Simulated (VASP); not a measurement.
# InP (P4_2/mnm) in VASP: notebook, part 2 of 2

VASP 6.6.1.

### 3 Single point, PBE

This run uses another cell than the first one, of 27.89 Å³/atom, 1.162 times its volume.

Input file INCAR:

```
PREC     = Accurate       # precision mode
ENCUT    = 520            # plane-wave cutoff, eV
EDIFF    = 1E-6           # SCF threshold, eV
ISMEAR   = 0              # smearing method
SIGMA    = 0.1            # smearing width, eV
LREAL    = False          # projectors in reciprocal space
LASPH    = True           # aspherical terms in the spheres
NELM     = 80             # most SCF steps
ALGO     = Normal         # electronic algorithm
ISIF     = 2              # what is computed and relaxed
LWAVE    = False          # write WAVECAR
LCHARG   = False          # write CHGCAR
GGA      = PE             # functional
NBANDS   = 46             # bands
```

Input file KPOINTS:

```
Automatic mesh
0
Gamma
  4 4 4
```

Input file POSCAR:

```
InP
1.0
    7.2669931781      0.0000000000      0.0000000000
    0.0000000000      7.2669931781      0.0000000000
    0.0000000000      0.0000000000      4.2255198833
In P
4 4
Direct
    0.6780626512      0.6780626512      0.0000000000
    0.1780626512      0.8219373488      0.5000000000
    0.8219373488      0.1780626512      0.5000000000
    0.3219373488      0.3219373488      0.0000000000
    0.8190460331      0.8190460331      0.5000000000
    0.1809539669      0.1809539669      0.5000000000
    0.6809539669      0.3190460331      0.0000000000
    0.3190460331      0.6809539669      0.0000000000
```

Potentials or basis: VASP PAW PBE potentials, release 64 (In_d, P).

On the command line:

```console
$ cat potpaw_PBE.64/In_d/POTCAR potpaw_PBE.64/P/POTCAR > POTCAR
$ mpirun -np 1 vasp_std > vasp.out
```

OUTCAR:

```text
PREC = Accurate
   ENCUT = 520
   EDIFF = 1E-6
   ISMEAR = 0
   LREAL = False
   LASPH = True
   NELM = 80
   ISIF = 2
   GGA = PE

 ion  position               nearest neighbor table
   1  0.678  0.678  0.000-   5 2.56   5 2.56   8 2.61   7 2.61   4 3.66
   2  0.178  0.822  0.500-   8 2.56   8 2.56   5 2.61   6 2.61   3 3.66
   3  0.822  0.178  0.500-   7 2.56   7 2.56   5 2.61   6 2.61   2 3.66
   4  0.322  0.322  0.000-   6 2.56   6 2.56   8 2.61   7 2.61   1 3.66
   5  0.819  0.819  0.500-   1 2.56   1 2.56   3 2.61   2 2.61
   6  0.181  0.181  0.500-   4 2.56   4 2.56   2 2.61   3 2.61
   7  0.681  0.319  0.000-   3 2.56   3 2.56   4 2.61   1 2.61
   8  0.319  0.681  0.000-   2 2.56   2 2.56   4 2.61   1 2.61

  LATTYP: Found a simple tetragonal cell.
 ALAT       =     7.2669931781
 C/A-ratio  =     0.5814674350

  Lattice vectors:

 A1 = (   7.2669931781,   0.0000000000,   0.0000000000)
 A2 = (   0.0000000000,   7.2669931781,   0.0000000000)
 A3 = (   0.0000000000,   0.0000000000,   4.2255198833)

Analysis of symmetry for initial positions (statically):
=====================================================================
 Subroutine PRICEL returns:
 Original cell was already a primitive cell.

 Routine SETGRP: Setting up the symmetry group for a
 simple tetragonal supercell.

 Subroutine GETGRP returns: Found 16 space group operations
 (whereof  8 operations were pure point group operations)
 out of a pool of 16 trial point group operations.

The static configuration has the point symmetry D_2h.
 The point group associated with its full space group is D_4h.

Analysis of symmetry for dynamics (positions and initial velocities):
=====================================================================
 Subroutine PRICEL returns:
 Original cell was already a primitive cell.

 Routine SETGRP: Setting up the symmetry group for a
 simple tetragonal supercell.

 Subroutine GETGRP returns: Found 16 space group operations
 (whereof  8 operations were pure point group operations)
 out of a pool of 16 trial point group operations.

The dynamic configuration has the point symmetry D_2h.
 The point group associated with its full space group is D_4h.

 Subroutine INISYM returns: Found 16 space group operations
 (whereof  8 operations are pure point group operations),
 and found     1 'primitive' translations

----------------------------------------------------------------------------------------

                                     Primitive cell

  volume of cell :     223.1463

  direct lattice vectors                    reciprocal lattice vectors
     7.266993178  0.000000000  0.000000000     0.137608496  0.000000000  0.000000000
     0.000000000  7.266993178  0.000000000     0.000000000  0.137608496  0.000000000
     0.000000000  0.000000000  4.225519883     0.000000000  0.000000000  0.236657270

  length of vectors
     7.266993178  7.266993178  4.225519883     0.137608496  0.137608496  0.236657270

  position of ions in fractional coordinates (direct lattice)
     0.678062651  0.678062651  0.000000000
     0.178062651  0.821937349  0.500000000
     0.821937349  0.178062651  0.500000000
[... 30 lines left out ...]
     0.000000000  0.000000000  0.059164318     0.000000000  0.000000000  0.250000000

  Length of vectors
     0.034402124  0.034402124  0.059164318

  Shift w.r.t. Gamma in fractional coordinates (k-lattice)
     0.000000000  0.000000000  0.000000000

 Subroutine IBZKPT returns following result:
 ===========================================

 Found     18 irreducible k-points:

 Following reciprocal coordinates:
            Coordinates               Weight
  0.000000  0.000000  0.000000      1.000000
  0.250000  0.000000  0.000000      4.000000
  0.500000  0.000000  0.000000      2.000000
  0.250000  0.250000  0.000000      4.000000
  0.500000  0.250000  0.000000      4.000000
  0.500000  0.500000  0.000000      1.000000
[... 10 lines left out ...]
  0.500000  0.250000  0.500000      4.000000
  0.500000  0.500000  0.500000      1.000000
   k-points           NKPTS =     18   k-points in BZ     NKDIM =     18   number of bands    NBANDS=     46
   number of dos      NEDOS =    301   number of ions     NIONS =      8
   total plane-waves  NPLWV =  93312
   dimension x,y,z NGX =    54 NGY =   54 NGZ =   32
   dimension x,y,z NGXF=   108 NGYF=  108 NGZF=   64
   ions per type =               4   4
   NGX,Y,Z   is equivalent  to a cutoff of  12.35, 12.35, 12.59 a.u.
   NGXF,Y,Z  is equivalent  to a cutoff of  24.71, 24.71, 25.18 a.u.
 SYSTEM =  unknown system
   PREC   = accura    normal or accurate (medium, high low for compatibility)
   ISTART =      0    job   : 0-new  1-cont  2-samecut
   ICHARG =      2    charge: 1-file 2-atom 10-const
   ISPIN  =      1    spin polarized calculation?
   LNONCOLLINEAR =      F non collinear calculations
   LSORBIT =      F    spin-orbit coupling
   LASPH  =      T    aspherical Exc in radial PAW
   ENCUT  =  520.0 eV  38.22 Ry    6.18 a.u.  13.51 13.51  7.86*2*pi/ulx,y,z
   NELM   =     80;   NELMIN=  2; NELMDL= -5     # of ELM steps
   EDIFF  = 0.1E-05   stopping-criterion for ELM
   LREAL  =      F    real-space projection
   EDIFFG = 0.1E-04   stopping-criterion for IOM
   NSW    =      0    number of steps for IOM
   IBRION =     -1    ionic relax: 0-MD 1-quasi-New 2-CG
   NFREE  =      0    steps in history (QN), initial steepest desc. (CG)
   ISIF   =      2    stress and relaxation
   ISYM   =      2    0-nonsym 1-usesym 2-fastsym
   POTIM  = 0.5000    time-step for ionic-motion
   TEBEG  =    0.0;   TEEND  =   0.0 temperature during run
   PSTRESS=    0.0 pullay stress
   NELECT =      72.0000    total number of electrons
   NUPDOWN=      -1.0000    fix difference up-down
   EMIN   =  10.00;   EMAX   =-10.00  energy-range for DOS
[... 5 lines left out ...]
     AMIX     =   0.40;   BMIX     =  1.00
     AMIX_MAG =   1.60;   BMIX_MAG =  1.00
  volume/ion in A,a.u.               =      27.89       188.23
  Fermi-wavevector in a.u.,A,eV,Ry     =   1.122852  2.121882 17.154174  1.260796
  Thomas-Fermi vector in A             =   2.259514
   LORBIT       =      0    0 simple, 1 ext, 2 COOP (PROOUT), +10 PAW based schemes
   GGA     = PE    functional components
   LHFCALC =     F    Hartree Fock is set to
[... 5 lines left out ...]
 Gauss-broadening in eV      SIGMA  =   0.10
  energy-cutoff  :      520.00
  volume of cell :      223.15
 maximum number of plane-waves:      6040
   NGX = 27   NGY = 27   NGZ = 15

 number of electron      72.0000027 magnetization

 Free energy of the ion-electron system (eV)
  ---------------------------------------------------
  ext. energy  EPLUGINS =         0.00000000
  ---------------------------------------------------
  free energy    TOTEN  =       -33.09197916 eV

  energy without entropy =      -33.09197823  energy(sigma->0) =      -33.09197869

 E-fermi :   4.4356     XC(G=0):  -8.7442

 val. band max:        4.1488268076   @ k =   0.0000   0.0000   0.0000
 cond. band min:       4.7105752518   @ k =   0.0000   0.0000   0.0000
 fundamental gap:      0.5617484441
 Fermi energy:         4.4355623376

 k-point     1 :       0.0000    0.0000    0.0000
  band No.  band energies     occupation
      1     -10.0495      2.00000
      2     -10.0371      2.00000
      3     -10.0371      2.00000
      4      -9.9377      2.00000
      5      -9.9234      2.00000
      6      -9.9154      2.00000
[... 871 lines left out ...]
     45      10.4615      0.00000
     46      10.4664      0.00000

------------------------ aborting loop because EDIFF is reached ----------------------------------------

  FORCE on cell =-STRESS in cart. coord.  units (eV):
  Direction    XX          YY          ZZ          XY          YZ          ZX
  --------------------------------------------------------------------------------------
  -------------------------------------------------------------------------------------
  Total       -0.0624762     -0.0624762      0.1394067      0.0000000      0.0000000      0.0000000
  in kB       -0.4485758     -0.4485758      1.0009319      0.0000000      0.0000000      0.0000000
  external PRESSURE =       0.0345934 kB  Pullay stress =       0.0000000 kB

 VOLUME and BASIS-vectors are now :
 -----------------------------------------------------------------------------
  energy-cutoff  :      520.00
  volume of cell :      223.15
      direct lattice vectors                 reciprocal lattice vectors
     7.266993178  0.000000000  0.000000000     0.137608496  0.000000000  0.000000000
     0.000000000  7.266993178  0.000000000     0.000000000  0.137608496  0.000000000
     0.000000000  0.000000000  4.225519883     0.000000000  0.000000000  0.236657270

 POSITION                                       TOTAL-FORCE (eV/Angst)
 -----------------------------------------------------------------------------------
      4.92748      4.92748      0.00000        -0.004001     -0.004001     -0.000000
      1.29398      5.97301      2.11276        -0.004001      0.004001      0.000000
      5.97301      1.29398      2.11276         0.004001     -0.004001     -0.000000
      2.33952      2.33952      0.00000         0.004001      0.004001      0.000000
      5.95200      5.95200      2.11276         0.009675      0.009675     -0.000000
      1.31499      1.31499      2.11276        -0.009675     -0.009675     -0.000000
      4.94849      2.31851      0.00000        -0.009675      0.009675     -0.000000
      2.31851      4.94849      0.00000         0.009675     -0.009675     -0.000000
 -----------------------------------------------------------------------------------
    total drift:                                0.000000      0.000000     -0.000000

  FREE ENERGIE OF THE ION-ELECTRON SYSTEM (eV)
  ---------------------------------------------------
  free  energy   TOTEN  =       -33.0919791606 eV

  energy  without entropy=      -33.0919782273  energy(sigma->0) =      -33.09197869
```

It took 4.4 min on 1 thread of AMD EPYC 7R43 (Zen 3), shared host; peak memory 0.32 GiB.

What came out:

```
Free energy            : -33.0920 eV
Pressure               : 0.0 GPa
Largest force          : 0.014 eV/Å
Band gap on the k mesh : 0.56 eV, direct
```

Forces on the atoms (eV/Å):
```
In  -0.004 -0.004  0.000
In  -0.004  0.004  0.000
In   0.004 -0.004  0.000
In   0.004  0.004  0.000
P    0.010  0.010  0.000
P   -0.010 -0.010  0.000
P   -0.010  0.010  0.000
P    0.010 -0.010  0.000
```

Stress tensor (GPa, compression positive):
```
-0.04  0.00  0.00
 0.00 -0.04  0.00
 0.00  0.00  0.10
```

Caveat: spin-orbit coupling is left out, which moves the levels of the heavy elements.

### 4 Relaxation of cell and atoms, PBE

Input file INCAR:

```
SYSTEM = InP
PREC = Accurate
ENCUT = 600
EDIFF = 1E-6
ISMEAR = 0
SIGMA = 0.1
LREAL = .FALSE.
LASPH = .TRUE.
NELM = 60
ALGO = Normal
ISIF = 3
LWAVE = .FALSE.
LCHARG = .FALSE.
GGA = PE
IBRION = 2
NSW = 90
EDIFFG = -0.04
```

Input file KPOINTS:

```
regular mesh
0
G
  4 4 4
  0 0 0
```

Input file POSCAR:

```
InP
1.0
    6.8394097800      0.0000000000      0.0000000000
    0.0000000000      6.8394097800      0.0000000000
    0.0000000000      0.0000000000      4.1048582400
In P
4 4
Direct
    0.6804985700      0.6804985700      0.0000000000
    0.1804985700      0.8195014300      0.5000000000
    0.8195014300      0.1804985700      0.5000000000
    0.3195014300      0.3195014300      0.0000000000
    0.8195014300      0.8195014300      0.5000000000
    0.1804985700      0.1804985700      0.5000000000
    0.6804985700      0.3195014300      0.0000000000
    0.3195014300      0.6804985700      0.0000000000
```

On the command line:

```console
$ cat potpaw_PBE.64/In_d/POTCAR potpaw_PBE.64/P/POTCAR > POTCAR
$ mpirun -np 1 vasp_std > vasp.out
```

Run time: 26 min. Hardware: 1 thread of AMD EPYC 7R43 (Zen 3), shared host; peak memory 0.38 GiB.

It converged, with:

| Property | Result |
| --- | --- |
| Free energy | -33.0865 eV |
| Relaxed volume | 27.86 Å³/atom |
| Relaxed cell | a = 7.261 Å, b = 7.261 Å, c = 4.227 Å, α = 90.00°, β = 90.00°, γ = 90.00° |
| Space group after relaxing (to 0.05 Å) | P4_2/mnm (No. 136) |
| Energy gained by relaxing | 125.3 meV/atom |
| Ionic steps | 7 |
| Pressure after relaxing | 0.1 GPa |
| Largest force after relaxing | 0.019 eV/Å |
| Band gap on the k mesh | 0.56 eV, direct |

Forces in eV/Å, atoms in the order of the input:
```
In   0.000  0.000  0.000
In   0.000  0.000  0.000
In   0.000  0.000  0.000
In   0.000  0.000  0.000
P   -0.014 -0.014  0.000
P    0.014  0.014  0.000
P    0.014 -0.014  0.000
P   -0.014  0.014  0.000
```

The path:
| step | energy change (eV) | largest force (eV/Å) | pressure (GPa) | volume (Å³) |
| --- | --- | --- | --- | --- |
| 1 | 0.0000 | 0.5828 | 11.60 | 192.02 |
| 2 | -0.6301 | 0.4519 | -4.10 | 244.44 |
| 3 | -0.9746 | 0.2821 | 0.11 | 221.85 |
| 4 | -0.9894 | 0.1182 | -0.06 | 222.79 |
| 5 | -0.9914 | 0.0485 | -0.15 | 223.30 |
| 6 | -1.0007 | 0.0300 | -0.01 | 223.02 |
| 7 | -1.0021 | 0.0194 | 0.05 | 222.87 |

Final structure:
```
In P
1.0
     7.26114    0.00000    0.00000
     0.00000    7.26114    0.00000
     0.00000    0.00000    4.22702
In P
4 4
Cartesian
  4.9263 4.9263 0.0000
  1.2958 5.9654 2.1135
  5.9654 1.2958 2.1135
  2.3348 2.3348 0.0000
  5.9504 5.9504 2.1135
  1.3107 1.3107 2.1135
  4.9413 2.3198 0.0000
  2.3198 4.9413 0.0000
```

Levels at points of the mesh, in eV from the valence-band top:
```tsv
k point	band 34	band 35	band 36	band 37	band 38	band 39
(0.00, 0.00, 0.00)	-0.08	0.00	0.00	0.56	1.61	1.78
(0.50, 0.00, 0.00)	-0.76	-0.53	-0.53	1.97	1.97	2.16
(0.50, 0.50, 0.00)	-1.05	-0.99	-0.99	1.99	1.99	2.57
(0.00, 0.00, 0.50)	-1.68	-1.64	-1.64	2.71	2.71	3.56
(0.50, 0.00, 0.50)	-1.53	-0.93	-0.93	2.18	2.18	2.77
(0.50, 0.50, 0.50)	-1.30	-1.29	-1.29	1.32	1.32	2.53
```

Caveat: the volume moved by over 15 % at a fixed basis, so the end points are rough; spin-orbit coupling is left out, which moves the levels of the heavy elements.

### 5 Summary

| task | cell | cutoff (eV) | gap on the mesh (eV) | pressure (GPa) | largest force (eV/Å) |
| --- | --- | --- | --- | --- | --- |
| single point | a = 6.839, b = 6.839, c = 4.105 Å, 8 atoms | 520 | 1.21 | 11.6 | 0.58 |
| single point | a = 7.267, b = 7.267, c = 4.226 Å, 8 atoms | 520 | 0.56 | 0.0 | 0.01 |
| relaxation of cell and atoms | relaxed from a = 6.839, b = 6.839, c = 4.105 Å, 8 atoms | 600 | 0.56 | 0.1 | 0.02 |

Alike in all rows: level PBE; potentials or basis VASP PAW PBE potentials, release 64 (In_d, P); no spin polarisation; k mesh 4 × 4 × 4; smearing gaussian 0.1 eV.

Caveats: spin-orbit coupling is left out, which moves the levels of the heavy elements; the volume moved by over 15 % at a fixed basis, so the end points are rough (some runs).

Absolute energies hang on the potentials; compare differences alone.
